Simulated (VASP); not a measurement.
# Tl2BiN3 (Imm2) in VASP: relaxation of cell and atoms with PBEsol

Aim: the relaxation of cell and atoms of Tl2BiN3 with PBEsol.

Program: VASP 6.6.1. These are calculated values, not measurements. Logs are shortened: lines on timing, memory, paths and dates and some standing lists are left out, and cuts for length are marked.

## Step 1: The cell of the first run

The structure is orthorhombic, space group Imm2 (No. 44). The conventional cell has a = 3.851 Å, b = 11.422 Å, c = 5.419 Å, α = 90.00°, β = 90.00°, γ = 90.00°. Tl (site symmetry m) has 4 N at 2.34 to 2.37 Å within 3.1 Å. Bi (site symmetry mm2) has 4 N at 2.27 to 2.42 Å within 3.0 Å. Within 3.0 Å of N (site symmetry m) lie 1 Bi at 2.27 Å and 3 Tl at 2.34 Å. N (site symmetry mm2) has 2 Tl at 2.37 Å and 2 Bi at 2.42 Å within 3.1 Å.

## Step 2: Relaxation of cell and atoms, PBEsol

Contents of INCAR:

```
ALGO     = Normal         # electronic algorithm
EDIFF    = 1E-7           # SCF threshold, eV
EDIFFG   = -0.01          # ionic threshold
ENCUT    = 600            # plane-wave cutoff, eV
GGA      = PS             # functional
GGA_COMPAT= False        
IBRION   = 2              # ionic algorithm
ISIF     = 3              # what is computed and relaxed
ISMEAR   = -1             # smearing method
LASPH    = True           # aspherical terms in the spheres
LCHARG   = False          # write CHGCAR
LREAL    = False          # projectors in reciprocal space
LWAVE    = False          # write WAVECAR
NELM     = 120            # most SCF steps
NELMIN   = 4            
NSW      = 100            # ionic steps
PREC     = Accurate       # precision mode
SIGMA    = 0.03           # smearing width, eV
```

Contents of KPOINTS:

```
k-points
0
Gamma
  6 6 6
```

Contents of POSCAR:

```
Tl2BiN3
1.0
   -1.9257305800      5.7108043800      2.7094738800
    1.9257305800     -5.7108043800      2.7094738800
    1.9257305800      5.7108043800     -2.7094738800
Tl Bi N
2 1 3
Direct
    0.4268284100      0.2601327300      0.1666956800
    0.0934370500      0.2601327300      0.8333043200
    0.7294447600      0.2294447600      0.5000000000
    0.3363232300      0.0041391200      0.3321841100
    0.6719550100      0.0041391200      0.6678158900
    0.0010095300      0.0010095300      0.0000000000
```

Potentials or basis: VASP PAW PBE potentials, release 64 (Tl_d, Bi_d, N).

The run is started by

```console
cat potpaw_PBE.64/Tl_d/POTCAR potpaw_PBE.64/Bi_d/POTCAR potpaw_PBE.64/N/POTCAR > POTCAR
mpirun -np 1 vasp_std > vasp.out
```

OUTCAR:

```text
EDIFF = 1E-7
   EDIFFG = -0.01
   ENCUT = 600
   GGA = PS
   IBRION = 2
   ISIF = 3
   ISMEAR = -1
   LASPH = True
   LREAL = False
   NELM = 120
   NELMIN = 4
   NSW = 100
   PREC = Accurate

 ion  position               nearest neighbor table
   1  0.427  0.260  0.167-   5 2.34   5 2.34   4 2.34   6 2.37   3 3.71   3 3.71   2 3.81   3 3.81
                             2 3.83   2 3.83   2 3.83   2 3.83   3 3.95   3 3.95
   2  0.093  0.260  0.833-   4 2.34   4 2.34   5 2.34   6 2.37   3 3.71   3 3.71   1 3.81   3 3.81
                             1 3.83   1 3.83   1 3.83   1 3.83   3 3.95   3 3.95
   3  0.729  0.229  0.500-   4 2.27   5 2.27   6 2.42   6 2.42   1 3.71   1 3.71   2 3.71   2 3.71
                             2 3.81   1 3.81   2 3.95   1 3.95   1 3.95   2 3.95
   4  0.336  0.004  0.332-   3 2.27   2 2.34   2 2.34   1 2.34
   5  0.672  0.004  0.668-   3 2.27   1 2.34   1 2.34   2 2.34
   6  0.001  0.001  0.000-   1 2.37   2 2.37   3 2.42   3 2.42

  LATTYP: Found a body centered orthorhombic cell.
 ALAT       =     3.8514611600
 B/A-ratio  =     1.4069849169
 C/A-ratio  =     2.9655261433

  Lattice vectors:

 A1 = (  -1.9257305800,   5.7108043800,  -2.7094738800)
 A2 = (   1.9257305800,   5.7108043800,   2.7094738800)
 A3 = (   1.9257305800,  -5.7108043800,  -2.7094738800)

Analysis of symmetry for initial positions (statically):
=====================================================================
 Subroutine PRICEL returns:
 Original cell was already a primitive cell.

 Routine SETGRP: Setting up the symmetry group for a
 body centered orthorhombic supercell.

 Subroutine GETGRP returns: Found  4 space group operations
 (whereof  4 operations were pure point group operations)
 out of a pool of  8 trial point group operations.

The static configuration has the point symmetry C_2v.

Analysis of symmetry for dynamics (positions and initial velocities):
=====================================================================
 Subroutine PRICEL returns:
 Original cell was already a primitive cell.

 Routine SETGRP: Setting up the symmetry group for a
 body centered orthorhombic supercell.

 Subroutine GETGRP returns: Found  4 space group operations
 (whereof  4 operations were pure point group operations)
 out of a pool of  8 trial point group operations.

The dynamic configuration has the point symmetry C_2v.

 Subroutine INISYM returns: Found  4 space group operations
[... 126 lines left out ...]
  volume/ion in A,a.u.               =      19.86       134.06
  Fermi-wavevector in a.u.,A,eV,Ry     =   1.272697  2.405048 22.038130  1.619757
  Thomas-Fermi vector in A             =   2.405561
   LORBIT       =      0    0 simple, 1 ext, 2 COOP (PROOUT), +10 PAW based schemes
   GGA     = PS    functional components
   LHFCALC =     F    Hartree Fock is set to
   AEXX    =    0.0000 exact exchange contribution
   IVDW    =     0    specifies the selected vdW correction
   LEPSILON=     F    determine dielectric tensor
   LRPA    =     F    only Hartree local field effects (RPA)
 conjugate gradient relaxation of ions
 non-spin polarized calculation
  energy-cutoff  :      600.00
  volume of cell :      119.19
 maximum number of plane-waves:      4012
 NGX is ok and might be reduce to    54
   NGX = 27   NGY = 27   NGZ = 27

--------------------------------------- Ionic step        1  -------------------------------------------

 number of electron      56.0000000 magnetization

 Free energy of the ion-electron system (eV)
  ---------------------------------------------------
  ext. energy  EPLUGINS =         0.00000000
  ---------------------------------------------------
  free energy    TOTEN  =       -30.13501893 eV

  energy without entropy =      -30.12903652  energy(sigma->0) =      -30.13202772

------------------------ aborting loop because EDIFF is reached ----------------------------------------

  FORCE on cell =-STRESS in cart. coord.  units (eV):
  Direction    XX          YY          ZZ          XY          YZ          ZX
  --------------------------------------------------------------------------------------
  -------------------------------------------------------------------------------------
  Total       -4.6765936     -3.1934945     -4.4649653      0.0000000      0.0000000      0.0000000
  in kB      -62.8640628    -42.9278354    -60.0192959      0.0000000      0.0000000      0.0000000
  external PRESSURE =     -55.2703980 kB  Pullay stress =       0.0000000 kB
[... 101 lines left out ...]
  FREE ENERGIE OF THE ION-ELECTRON SYSTEM (eV)
  ---------------------------------------------------
  free  energy   TOTEN  =       -30.3585859171 eV

  energy  without entropy=      -30.3532005638  energy(sigma->0) =      -30.35589324

[... ionic steps 4 to 11 ...]

--------------------------------------- Ionic step       12  -------------------------------------------

 number of electron      55.9999999 magnetization

------------------------ aborting loop because EDIFF is reached ----------------------------------------
[... 75 lines left out ...]
--------------------------------------- Ionic step       14  -------------------------------------------

 number of electron      55.9999999 magnetization

 Free energy of the ion-electron system (eV)
  ---------------------------------------------------
  ext. energy  EPLUGINS =         0.00000000
  ---------------------------------------------------
  free energy    TOTEN  =       -30.39944977 eV

  energy without entropy =      -30.39374956  energy(sigma->0) =      -30.39659966

 E-fermi :   6.4896     XC(G=0): -10.5315

 val. band max:        6.4885373082   @ k =   0.5000   0.5000   0.1667
 cond. band min:       6.4971010668   @ k =  -0.1667  -0.1667   0.1667
 fundamental gap:      0.0085637585
 Fermi energy:         6.4895513039

 k-point     1 :       0.0000    0.0000    0.0000
  band No.  band energies     occupation
      1     -16.7894      2.00000
      2     -16.7218      2.00000
      3     -16.7053      2.00000
      4     -16.6776      2.00000
      5     -16.6697      2.00000
      6      -9.5024      2.00000
[... 853 lines left out ...]
     32       9.6061      0.00000
     33      10.6340      0.00000

 [... further k-points ...]

------------------------ aborting loop because EDIFF is reached ----------------------------------------

  FORCE on cell =-STRESS in cart. coord.  units (eV):
  Direction    XX          YY          ZZ          XY          YZ          ZX
  --------------------------------------------------------------------------------------
  -------------------------------------------------------------------------------------
  Total        0.0199177      0.0297911      0.0268750      0.0000000      0.0000000      0.0000000
  in kB        0.2884737      0.4314744      0.3892388      0.0000000      0.0000000      0.0000000
  external PRESSURE =       0.3697290 kB  Pullay stress =       0.0000000 kB
[... 21 lines left out ...]
  FREE ENERGIE OF THE ION-ELECTRON SYSTEM (eV)
  ---------------------------------------------------
  free  energy   TOTEN  =       -30.3994497651 eV

  energy  without entropy=      -30.3937495624  energy(sigma->0) =      -30.39659966

 reached required accuracy - stopping structural energy minimisation
```

OSZICAR:

```text
N       E                     dE             d eps       ncg     rms          rms(c)
DAV:   1     0.519488512982E+03    0.51949E+03   -0.31507E+04  3036   0.198E+03
DAV:   2     0.247503499206E+02   -0.49474E+03   -0.48485E+03  3235   0.479E+02
DAV:   3    -0.323846157039E+02   -0.57135E+02   -0.55861E+02  3715   0.148E+02
[... 143 lines left out ...]
DAV:   2    -0.303995056298E+02    0.33880E-03   -0.12936E-03  3816   0.313E-01    0.469E-02
DAV:   3    -0.303994489515E+02    0.56678E-04   -0.18468E-04  3501   0.137E-01    0.342E-02
DAV:   4    -0.303994491195E+02   -0.16802E-06   -0.24453E-05  4034   0.426E-02    0.976E-03
DAV:   5    -0.303994498177E+02   -0.69818E-06   -0.33289E-06  3739   0.111E-02    0.227E-03
DAV:   6    -0.303994497651E+02    0.52608E-07   -0.49644E-07  2872   0.430E-03
  14 F= -.30399450E+02 E0= -.30396600E+02  d E =-.264260E-04
```

Wall time 31 min (1 thread of Intel Xeon 6975P-C (Granite Rapids), shared host); peak memory 0.59 GiB.

Results:

```yaml
Free_energy: -30.3994 eV
Relaxed_volume: 18.44 Å³/atom
Relaxed_cell: a = 6.498 Å, b = 6.498 Å, c = 6.498 Å, α = 146.45°, β = 59.31°, γ = 132.61°
Space_group_after_relaxing_to_0.1_Å: Imm2 (No. 44)
Energy_gained_by_relaxing: 44.1 meV/atom
Ionic_steps: 14
Pressure_after_relaxing: 0.0 GPa
Largest_force_after_relaxing: 0.007 eV/Å
Band_gap_on_the_k_mesh: zero (bands 28 and 29 overlap by 0.45 eV)
```

Forces in eV/Å, atoms in the order of the input:
```
Tl   0.000 -0.005  0.000
Tl   0.000  0.005  0.000
Bi   0.000  0.000  0.000
N    0.000  0.007 -0.001
N    0.000 -0.007 -0.001
N    0.000  0.000  0.004
```

Step by step:
```csv
step,energy change (eV),largest force (eV/Å),pressure (GPa),volume (Å³)
1,0.0000,1.3092,-5.53,119.19
2,-0.2089,0.5306,2.95,107.75
3,-0.2236,0.7301,0.94,109.88
4,-0.2537,0.2446,0.28,110.48
5,-0.2547,0.2772,0.15,110.62
6,-0.2593,0.1431,-0.19,110.95
7,-0.2602,0.0982,-0.42,111.19
8,-0.2630,0.0599,0.09,110.56
9,-0.2632,0.0638,0.24,110.38
10,-0.2642,0.0347,0.01,110.64
11,-0.2642,0.0352,0.01,110.65
12,-0.2644,0.0162,-0.03,110.70
13,-0.2644,0.0152,-0.05,110.72
14,-0.2644,0.0074,0.04,110.62
```

Final structure:
```
Tl Bi N
1.0
    -1.87543    5.64671    2.61147
     1.87543   -5.64671    2.61147
     1.87543    5.64671   -2.61147
Tl Bi N
2 1 3
Cartesian
  0.0000 1.9067 1.3158
  1.8754 3.7400 -1.2956
  0.0000 5.6467 1.3053
  1.8754 -1.9078 2.6036
  1.8754 1.9078 2.6036
  0.0000 0.0000 0.0430
```

Caveat: the PAW data sets were made with another functional, which shifts forces and pressure a little; spin-orbit coupling is left out, which moves the levels of the heavy elements.
